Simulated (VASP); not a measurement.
EuS, 2 atoms in the cell. Symmetry: Fm-3m, No. 225, cubic system. The conventional cell has a = 5.943 Å, b = 5.943 Å, c = 5.943 Å, α = 90.00°, β = 90.00°, γ = 90.00°. Eu (site symmetry m-3m) has 6 S at 2.97 Å within 3.9 Å. S (site symmetry m-3m) has 6 Eu at 2.97 Å within 3.9 Å. 

| Quantity | Value |
| --- | --- |
| Program | VASP 6.6.1 |
| Task | single point |
| Functional | RPBE |
| Potentials or basis | VASP PAW PBE potentials, release 64 (Eu, S) |
| Cutoff | 600 eV |
| k mesh | 6 × 6 × 6 |
| Occupations | fermi-dirac, width 0.1 eV |
| Spin | collinear spin, ferromagnetic start |
| Starting moments | [7.0, 0.0] μB |
| Dipole correction | no |
| Further INCAR settings | ALGO = Normal; EDIFF = 1e-06; NBANDS = 22 |

Potentials or basis: VASP PAW PBE potentials, release 64 (Eu, S).

Command:

```sh
$ cat potpaw_PBE.64/Eu/POTCAR potpaw_PBE.64/S/POTCAR > POTCAR
$ mpirun -np 1 vasp_std > vasp.out
```

Hardware: 1 thread of Intel Xeon 8259CL, on a shared host.

Problem. How long does it take, and how much memory?

Solution. Wall time 2.2 min on 1 thread of Intel Xeon 8259CL, on a shared host, peak memory 0.27 GiB. Counts: scf iterations 17, k points 16.
